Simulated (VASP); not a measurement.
Here is a VASP 6.6.1 calculation.

The input POSCAR:

```
ZrVOs3
1.0
    4.4445401328      0.0000000000      0.0000000000
    0.0000000000      4.4445401328      0.0000000000
    0.0000000000      0.0000000000      4.4445401328
Zr V Os
1 1 3
Direct
    0.0000000000      0.0000000000      0.0000000000
    0.5000000000      0.5000000000      0.5000000000
    0.0000000000      0.5000000000      0.5000000000
    0.5000000000      0.0000000000      0.5000000000
    0.5000000000      0.5000000000      0.0000000000
```

File INCAR.step1:

```
PREC     = Accurate       # precision mode
ENCUT    = 520            # plane-wave cutoff, eV
ISMEAR   = 0              # smearing method
SIGMA    = 0.1            # smearing width, eV
LREAL    = False          # projectors in reciprocal space
LASPH    = True           # aspherical terms in the spheres
NELM     = 60             # most SCF steps
NBANDS   = 32             # bands
GGA      = PE             # functional
ALGO     = Normal         # electronic algorithm
EDIFF    = 1E-4           # SCF threshold, eV
LWAVE    = True           # write WAVECAR
LCHARG   = False          # write CHGCAR
```

The input INCAR.step2:

```
PREC     = Accurate       # precision mode
ENCUT    = 520            # plane-wave cutoff, eV
EDIFF    = 1E-6           # SCF threshold, eV
ISMEAR   = 0              # smearing method
SIGMA    = 0.1            # smearing width, eV
LREAL    = False          # projectors in reciprocal space
LASPH    = True           # aspherical terms in the spheres
NELM     = 60             # most SCF steps
ALGO     = Normal         # electronic algorithm
ISIF     = 2              # what is computed and relaxed
LWAVE    = False          # write WAVECAR
LCHARG   = False          # write CHGCAR
METAGGA  = R2SCAN         # meta-GGA
LMIXTAU  = True         
NBANDS   = 32             # bands
ISTART   = 1
```

File KPOINTS:

```
Automatic mesh
0
Gamma
  8 8 8
```

Potentials or basis: VASP PAW PBE potentials, release 64 (Zr_sv, V_sv, Os).

The run is started by

```console
$ cat potpaw_PBE.64/Zr_sv/POTCAR potpaw_PBE.64/V_sv/POTCAR potpaw_PBE.64/Os/POTCAR > POTCAR
$ cp INCAR.step1 INCAR
$ mpirun -np 1 vasp_std > vasp.out
$ cp INCAR.step2 INCAR
$ mpirun -np 1 vasp_std > vasp.out
```

Question: What does it give for the pressure?

Answer: 1.6 GPa.

Caveat: the PAW data sets were made with another functional, which shifts forces and pressure a little.
